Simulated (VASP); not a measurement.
Set up this calculation in VASP 6.6.1, as the native input.

| Property | Result |
| --- | --- |
| Task | single point |
| Functional | PBE |
| Potentials or basis | VASP PAW PBE potentials, release 64 (Li_sv, F) |
| Cutoff | 750 eV |
| k mesh | 6 × 6 × 6 |
| Occupations | gaussian, width 0.01 eV |
| Spin | no spin polarisation |
| Dipole correction | no |
| Further INCAR settings | ALGO = Normal; EDIFF = 1e-06; NBANDS = 12 |

The structure of LiF lies in POSCAR:

```
LiF
1.0
    2.5162584504      0.0000000000      0.0000000000
    0.0000000000      2.5162584504      0.0000000000
    0.0000000000      0.0000000000      2.5162584504
Li F
1 1
Direct
    0.0000000000      0.0000000000      0.0000000000
    0.5000000000      0.5000000000      0.5000000000
```

The input as run:

INCAR

```
SYSTEM = LiF
PREC = Accurate ; ENCUT = 750
EDIFF = 1E-6 ; ISMEAR = 0
SIGMA = 0.01 ; LREAL = .FALSE.
LASPH = .TRUE. ; NELM = 120
ALGO = Normal ; ISIF = 2
LWAVE = .FALSE. ; LCHARG = .FALSE.
GGA = PE ; NBANDS = 12
GGA_COMPAT = .FALSE.
```

KPOINTS

```
regular mesh
0
G
  6 6 6
  0 0 0
```

Potentials or basis: VASP PAW PBE potentials, release 64 (Li_sv, F).

Launch:

```bash
$ cat potpaw_PBE.64/Li_sv/POTCAR potpaw_PBE.64/F/POTCAR > POTCAR
$ mpirun -np 1 vasp_std > vasp.out
```

Results of the run:

The pressure is 3.3 GPa and the band gap on the k mesh is 7.93 eV, indirect (least direct gap 8.65 eV).

Run time: 2.1 s on 1 thread of Intel(R) Xeon(R) 6975P-C (Granite Rapids) (shared host), peak memory 0.13 GiB.
